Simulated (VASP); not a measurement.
Input of a VASP 6.6.1 run:

The input INCAR:

```
SYSTEM = Ti
PREC = Accurate ; ENCUT = 520
EDIFF = 1E-7 ; ISMEAR = 1
SIGMA = 0.15 ; LREAL = .False.
LASPH = .True. ; NELM = 80
ALGO = Normal ; ISIF = 2
LWAVE = .False. ; LCHARG = .True.
GGA = PE ; LELF = .True.
LVHAR = .True. ; NBANDS = 19
```

The input KPOINTS:

```
Automatic mesh
0
Gamma
  11 11 6
  0 0 0
```

File POSCAR:

```
Ti
1.0
    2.9500000000      0.0000000000      0.0000000000
   -1.4750000000      2.5547750000      0.0000000000
    0.0000000000      0.0000000000      4.6800000000
Ti
2
Direct
    0.3333333333      0.6666666667      0.2500000000
    0.6666666667      0.3333333333      0.7500000000
```

Potentials or basis: VASP PAW PBE potentials, release 64 (Ti_sv).

Launch:

```console
$ cat potpaw_PBE.64/Ti_sv/POTCAR > POTCAR
$ mpirun -np 1 vasp_std > vasp.out
```

Q: Estimate the pressure.

A: -1.8 GPa.

Q: What does it give for the band gap on the k mesh?

A: Zero (band 12 reaches 8.94 eV, above the bottom of band 13 at 7.93 eV).

Stress tensor (GPa, compression positive):
```
-1.70  0.00  0.00
 0.00 -1.70  0.00
 0.00  0.00 -1.86
```
